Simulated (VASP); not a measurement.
Crystal: Pb.

```
Pb
1.0
     3.50021    0.00000    0.00000
     1.75010    3.03127    0.00000
     1.75010    1.01042    2.85791
Pb
1
Cartesian
  0.0000 0.0000 0.0000
```

* Program: VASP 6.6.1
* Task: relaxation of cell and atoms
* Functional: r2SCAN
* Potentials or basis: VASP PAW PBE potentials, release 64 (Pb_d)
* Cutoff: 600 eV
* k mesh: 8 × 8 × 8
* Occupations: methfessel-paxton, width 0.05 eV
* Spin: no spin polarisation

At the start: pressure 1.6 GPa; volume 30.32 Å³/atom.

Q: How do energy, volume and symmetry change on relaxing?

A: Over 3 steps the energy falls by 4.6 meV/atom and the volume is 31.28 Å³/atom (+3.2 %); space group Fm-3m (No. 225, to 0.05 Å).

Step by step:
```tsv
step	energy change (eV)	largest force (eV/Å)	pressure (GPa)	volume (Å³)
1	0.0000	0.0000	1.56	30.32
2	-0.0040	0.0000	-0.52	31.64
3	-0.0046	0.0000	0.01	31.28
```

Final structure:
```yaml
crystal:
  lattice:
    - [3.53674, 0.00000, 0.00000]
    - [1.76837, 3.06290, 0.00000]
    - [1.76837, 1.02097, 2.88773]
  atoms:
    - { symbol: Pb, position: [0.00000, 0.00000, 0.00000] }
```

Caveat: the PAW data sets were made with another functional, which shifts forces and pressure a little.
